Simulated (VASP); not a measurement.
# Nb (Im-3m) in VASP: notebook, part 2 of 2

VASP 6.6.1. Earlier steps stand in the parts before.

## Step 3: Relaxation of cell and atoms, LDA

File INCAR:

```
PREC = Accurate
ENCUT = 600
EDIFF = 1E-7
ISMEAR = 0
SIGMA = 0.1
LREAL = False
LASPH = True
NELM = 60
ALGO = Fast
ISIF = 3
LWAVE = False
LCHARG = False
IBRION = 2
NSW = 100
EDIFFG = -0.05
```

File KPOINTS:

```
Automatic mesh
0
Gamma
  8 8 8
```

File POSCAR:

```
Nb
1.0
   -1.6588161900      1.6588161900      1.6588161900
    1.6588161900     -1.6588161900      1.6588161900
    1.6588161900      1.6588161900     -1.6588161900
Nb
1
Direct
    0.0000000000      0.0000000000      0.0000000000
```

Potentials or basis: VASP PAW LDA potentials, release 64 (Nb_sv).

The run is started by

```
$ cat potpaw_LDA.64/Nb_sv/POTCAR > POTCAR
$ mpirun -np 1 vasp_std > vasp.out
```

Run time: 1.8 min. Hardware: 1 thread of AMD EPYC 7R13, shared host; peak memory 0.11 GiB.

The run converged. Its results:

| Property | Result |
| --- | --- |
| Free energy | -11.2801 eV |
| Relaxed volume | 17.21 Å³/atom |
| Relaxed cell | a = 2.817 Å, b = 2.817 Å, c = 2.817 Å, α = 109.47°, β = 109.47°, γ = 109.47° |
| Space group after relaxing (to 0.1 Å) | Im-3m (No. 229) |
| Energy gained by relaxing | 36.2 meV/atom |
| Ionic steps | 4 |
| Pressure after relaxing | -0.1 GPa |
| Band gap on the k mesh | zero (an odd number of electrons rules out a gap without spin polarisation) |

The path:
| step | energy change (eV) | largest force (eV/Å) | pressure (GPa) | volume (Å³) |
| --- | --- | --- | --- | --- |
| 1 | 0.0000 | 0.0000 | -10.50 | 18.26 |
| 2 | 0.1273 | 0.0000 | 29.76 | 15.27 |
| 3 | -0.0361 | 0.0000 | -0.50 | 17.25 |
| 4 | -0.0362 | 0.0000 | -0.08 | 17.21 |

Final structure:
```yaml
crystal:
  lattice:
    - [-1.62653, 1.62653, 1.62653]
    - [1.62653, -1.62653, 1.62653]
    - [1.62653, 1.62653, -1.62653]
  atoms:
    - { symbol: Nb, position: [0.00000, 0.00000, 0.00000] }
```

Levels at points of the mesh, in eV from the Fermi level:
```tsv
k point	band 4	band 5	band 6	band 7	band 8	band 9
(0.00, 0.00, 0.00)	-29.25	-5.86	0.44	0.44	0.44	3.50
(0.50, 0.00, 0.00)	-29.27	-3.79	-1.70	2.72	3.56	4.28
(0.50, 0.50, 0.50)	-30.33	-3.87	-3.87	6.05	6.05	6.05
```

## Step 4: Single point, LDA

This run uses another cell than the first one, of 17.13 Å³/atom.

File INCAR:

```
PREC = Accurate ; ENCUT = 520
EDIFF = 1E-6 ; ISMEAR = 0
SIGMA = 0.1 ; LREAL = False
LASPH = True ; NELM = 100
ALGO = Normal ; ISIF = 2
LWAVE = False ; LCHARG = False
NBANDS = 12
```

File KPOINTS:

```
regular mesh
0
Gamma
  18 18 18
```

File POSCAR:

```
Nb
1.0
   -1.6238343911      1.6238343911      1.6238343911
    1.6238343911     -1.6238343911      1.6238343911
    1.6238343911      1.6238343911     -1.6238343911
Nb
1
Direct
    0.0000000000      0.0000000000      0.0000000000
```

The run is started by

```
$ cat potpaw_LDA.64/Nb_sv/POTCAR > POTCAR
$ mpirun -np 1 vasp_std > vasp.out
```

It took 76 s on 1 thread of AMD EPYC 7R13, shared host; peak memory 0.13 GiB.

It converged, with:

| Quantity | Value |
| --- | --- |
| Free energy | -11.2588 eV |
| Pressure | -0.2 GPa |
| Band gap on the k mesh | zero (an odd number of electrons rules out a gap without spin polarisation) |

Levels at points of the mesh, in eV from the Fermi level:
| k point | band 3 | band 4 | band 5 | band 6 | band 7 | band 8 | band 9 | band 10 |
| --- | --- | --- | --- | --- | --- | --- | --- | --- |
| (0.00, 0.00, 0.00) | -29.34 | -29.34 | -6.00 | 0.32 | 0.32 | 0.32 | 3.40 | 3.40 |
| (0.50, 0.00, 0.00) | -29.84 | -29.36 | -3.94 | -1.83 | 2.61 | 3.47 | 4.19 | 6.82 |
| (0.50, 0.50, 0.50) | -30.43 | -30.43 | -4.04 | -4.04 | 5.97 | 5.97 | 5.97 | 9.52 |

## Step 5: Single point, LDA

This run uses another cell than the first one, of 17.17 Å³/atom.

File INCAR:

```
SYSTEM = Nb
PREC     = Accurate       ! precision mode
ENCUT    = 520            ! plane-wave cutoff, eV
EDIFF    = 1E-7           ! SCF threshold, eV
ISMEAR   = -1             ! smearing method
SIGMA    = 0.15           ! smearing width, eV
LREAL    = .False.        ! projectors in reciprocal space
LASPH    = .True.         ! aspherical terms in the spheres
NELM     = 100            ! most SCF steps
ALGO     = Normal         ! electronic algorithm
ISIF     = 2              ! what is computed and relaxed
LWAVE    = .False.        ! write WAVECAR
LCHARG   = .False.        ! write CHGCAR
NBANDS   = 12             ! bands
```

File KPOINTS:

```
Automatic mesh
0
Gamma
  18 18 18
  0 0 0
```

File POSCAR:

```
Nb
1.0
   -1.6252410370      1.6252410370      1.6252410370
    1.6252410370     -1.6252410370      1.6252410370
    1.6252410370      1.6252410370     -1.6252410370
Nb
1
Direct
    0.0000000000      0.0000000000      0.0000000000
```

The run is started by

```
$ cat potpaw_LDA.64/Nb_sv/POTCAR > POTCAR
$ mpirun -np 1 vasp_std > vasp.out
```

Run time: 72 s. Hardware: 1 thread of AMD EPYC 7R13, shared host; peak memory 0.13 GiB.

It converged, with:

```
Free energy            : -11.3074 eV
Pressure               : -0.2 GPa
Band gap on the k mesh : zero (an odd number of electrons rules out a gap without spin polarisation)
```

Levels at points of the mesh, in eV from the Fermi level:
```
           k point  band 3  band 4  band 5  band 6  band 7  band 8  band 9  band 10
(0.00, 0.00, 0.00)  -29.39  -29.39   -6.04    0.29    0.29    0.29    3.35     3.35
(0.50, 0.00, 0.00)  -29.89  -29.40   -3.97   -1.87    2.55    3.41    4.13     6.76
(0.50, 0.50, 0.50)  -30.47  -30.47   -4.06   -4.06    5.92    5.92    5.92     9.45
```

## Step 6: Relaxation of cell and atoms, LDA

This run uses another cell than the first one, of 17.13 Å³/atom.

File INCAR:

```
SYSTEM = Nb
PREC = Accurate
ENCUT = 600
EDIFF = 1E-6
ISMEAR = -1
SIGMA = 0.15
LREAL = .False.
LASPH = .True.
NELM = 60
ALGO = Fast
ISIF = 3
LWAVE = .False.
LCHARG = .False.
GGA = CA
IBRION = 2
NSW = 80
EDIFFG = -0.001
```

KPOINTS is that of step 5.

File POSCAR:

```
Nb
1.0
   -1.6238343911      1.6238343911      1.6238343911
    1.6238343911     -1.6238343911      1.6238343911
    1.6238343911      1.6238343911     -1.6238343911
Nb
1
Direct
    0.0000000000      0.0000000000      0.0000000000
```

Potentials or basis: VASP PAW LDA potentials, release 64 (Nb_sv).

The run is started by

```
$ cat potpaw_LDA.64/Nb_sv/POTCAR > POTCAR
$ mpirun -np 1 vasp_std > vasp.out
```

It took 13 min on 1 thread of AMD EPYC 7R13, shared host; peak memory 0.14 GiB.

It converged, with:

```yaml
Free_energy: -11.3074 eV
Relaxed_volume: 17.16 Å³/atom
Relaxed_cell: a = 2.815 Å, b = 2.815 Å, c = 2.815 Å, α = 109.47°, β = 109.47°, γ = 109.47°
Space_group_after_relaxing_to_0.1_Å: Im-3m (No. 229)
Energy_gained_by_relaxing: 0.0 meV/atom
Ionic_steps: 30
Pressure_after_relaxing: 0.0 GPa
Band_gap_on_the_k_mesh: zero (an odd number of electrons rules out a gap without spin polarisation)
```

Final structure:
```
Nb
1.0
    -1.62499    1.62499    1.62499
     1.62499   -1.62499    1.62499
     1.62499    1.62499   -1.62499
Nb
1
Cartesian
  0.0000 0.0000 0.0000
```

Levels at points of the mesh, in eV from the Fermi level:
```tsv
k point	band 3	band 4	band 5	band 6	band 7	band 8	band 9	band 10
(0.00, 0.00, 0.00)	-29.39	-29.39	-6.04	0.28	0.28	0.28	3.35	3.35
(0.50, 0.00, 0.00)	-29.88	-29.40	-3.98	-1.87	2.56	3.42	4.14	6.76
(0.50, 0.50, 0.50)	-30.47	-30.47	-4.06	-4.06	5.92	5.92	5.92	9.46
```

## Step 7: Relaxation of cell and atoms, LDA

This run uses another cell than the first one, of 17.21 Å³/atom.

File INCAR:

```
ALGO = Fast
EDIFF = 1E-7
EDIFFG = -0.002
ENCUT = 600
GGA = CA
IBRION = 2
ISIF = 3
ISMEAR = 0
LASPH = T
LCHARG = F
LREAL = F
LWAVE = F
NELM = 60
NSW = 100
PREC = Accurate
SIGMA = 0.1
```

File KPOINTS:

```
k-points
0
Gamma
  18 18 18
```

File POSCAR:

```
Nb
1.0
   -1.6265958826      1.6265958826      1.6265958826
    1.6265958826     -1.6265958826      1.6265958826
    1.6265958826      1.6265958826     -1.6265958826
Nb
1
Direct
    0.0000000000      0.0000000000      0.0000000000
```

The run is started by

```
$ cat potpaw_LDA.64/Nb_sv/POTCAR > POTCAR
$ mpirun -np 1 vasp_std > vasp.out
```

Run time: 8.8 min. Hardware: 1 thread of AMD EPYC 7R13, shared host; peak memory 0.14 GiB.

Results (log left out):

- Free energy: -11.2589 eV
- Relaxed volume: 17.12 Å³/atom
- Relaxed cell: a = 2.812 Å, b = 2.812 Å, c = 2.812 Å, α = 109.47°, β = 109.47°, γ = 109.47°
- Space group after relaxing (to 0.1 Å): Im-3m (No. 229)
- Energy gained by relaxing: 0.3 meV/atom
- Ionic steps: 3
- Pressure after relaxing: 0.0 GPa
- Band gap on the k mesh: zero (an odd number of electrons rules out a gap without spin polarisation)

Step by step:
```tsv
step	energy change (eV)	largest force (eV/Å)	pressure (GPa)	volume (Å³)
1	0.0000	0.0000	-1.07	17.21
2	0.0009	0.0000	2.10	16.93
3	-0.0003	0.0000	0.00	17.12
```

Final structure:
```
Nb
1.0
    -1.62357    1.62357    1.62357
     1.62357   -1.62357    1.62357
     1.62357    1.62357   -1.62357
Nb
1
Direct
  0.00000 0.00000 0.00000
```

Levels at points of the mesh, in eV from the Fermi level:
```csv
k point,band 2,band 3,band 4,band 5,band 6,band 7,band 8,band 9,band 10
"(0.00, 0.00, 0.00)",-29.34,-29.34,-29.34,-6.01,0.32,0.32,0.32,3.40,3.40
"(0.50, 0.00, 0.00)",-30.95,-29.84,-29.36,-3.95,-1.84,2.61,3.47,4.19,6.82
"(0.50, 0.50, 0.50)",-30.43,-30.43,-30.43,-4.04,-4.04,5.98,5.98,5.98,9.52
```

## Step 8: The runs side by side

```tsv
task	cell	k mesh	cutoff (eV)	smearing	gap on the mesh (eV)	pressure (GPa)	relaxed volume (Å³/atom)
single point	a = 2.873 Å, angles 109.5°, 1 atom	8 × 8 × 8	520	gaussian 0.1 eV	none	-10.6	-
relaxation of cell and atoms	relaxed from a = 2.873 Å, angles 109.5°, 1 atom	8 × 8 × 8	600	gaussian 0.1 eV	none	-0.1	17.21
single point	a = 2.813 Å, angles 109.5°, 1 atom	18 × 18 × 18	520	gaussian 0.1 eV	none	-0.2	-
single point	a = 2.815 Å, angles 109.5°, 1 atom	18 × 18 × 18	520	fermi-dirac 0.15 eV	none	-0.2	-
relaxation of cell and atoms	relaxed from a = 2.813 Å, angles 109.5°, 1 atom	18 × 18 × 18	600	fermi-dirac 0.15 eV	none	0.0	17.16
relaxation of cell and atoms	relaxed from a = 2.817 Å, angles 109.5°, 1 atom	18 × 18 × 18	600	gaussian 0.1 eV	none	0.0	17.12
```

Alike in all rows: level LDA; potentials or basis VASP PAW LDA potentials, release 64 (Nb_sv); no spin polarisation.

Caveats: the cell stands under tension (at least some runs).

Absolute energies hang on the potentials; compare differences alone.
